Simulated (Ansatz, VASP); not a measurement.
Rh: VASP beside Ansatz

INCAR

```
PREC = Accurate
ENCUT = 520
EDIFF = 1E-6
ISMEAR = 0
SIGMA = 0.15
LREAL = F
LASPH = T
NELM = 80
ALGO = Fast
ISIF = 2
LWAVE = F
LCHARG = F
GGA = PS
NBANDS = 22
```

The input KPOINTS:

```
regular mesh
0
Gamma
  21 21 12
```

POSCAR

```
Rh
1.0
    2.7587198603      0.0000000000      0.0000000000
   -1.3793599302      2.3891214810      0.0000000000
    0.0000000000      0.0000000000      4.4418706139
Rh
2
Direct
    0.6666666667      0.3333333333      0.7500000000
    0.3333333333      0.6666666667      0.2500000000
```

Input for Ansatz:

```yaml
crystal:
  lattice:
    - [2.7587198603, 0.0, 0.0]
    - [-1.3793599302, 2.389121481, 0.0]
    - [0.0, 0.0, 4.4418706139]
  atoms:
    - { symbol: Rh, position: [0.6666666667, 0.3333333333, 0.75] }
    - { symbol: Rh, position: [0.3333333333, 0.6666666667, 0.25] }
basis:
  ecutwfc: 420
kpoints:
  mp_grid: { grid: [21, 21, 12] }
hamiltonian:
  xc: pbesol
  pseudopotentials: { kind: paw, azcp: { folder: soft_1 } }
scf:
  occupations: { method: gaussian, width: 0.15 }
output:
  forces: true
  stress: true
  eigenvalues: true
  write_density: true
  write_potential: true
  elf: true
  volumetric_format: npy
```

Alike in both runs: task single point; functional PBEsol; k mesh 21 × 21 × 12; occupations gaussian, width 0.15 eV; no spin polarisation.

|  | VASP | Ansatz |
| --- | --- | --- |
| version | VASP 6.6.1 | Ansatz 0.2.0 |
| potentials or method | VASP PAW PBE potentials, release 64 (Rh_pv), cutoff 520 eV | scalar-relativistic, plane waves, PAW |
| valence electrons in the cell | 30 | 34 |

```tsv
	VASP	Ansatz	Ansatz less VASP
gap on the k mesh at the Fermi level (eV)	none	none	-
pressure (GPa)	-18.3	-18.4	-0.05
traceless stress, the component that is largest in VASP (GPa)	-0.07	-0.07	-0.001
```

VASP's potentials were made for PBE, not for PBEsol, and Ansatz warns of the same on its side. A gap of «none» marks a metal or a gap that the smearing closes. VASP's potentials hold 30 valence electrons a cell and Ansatz's 34, so a difference there can come from the potentials and not from the codes.
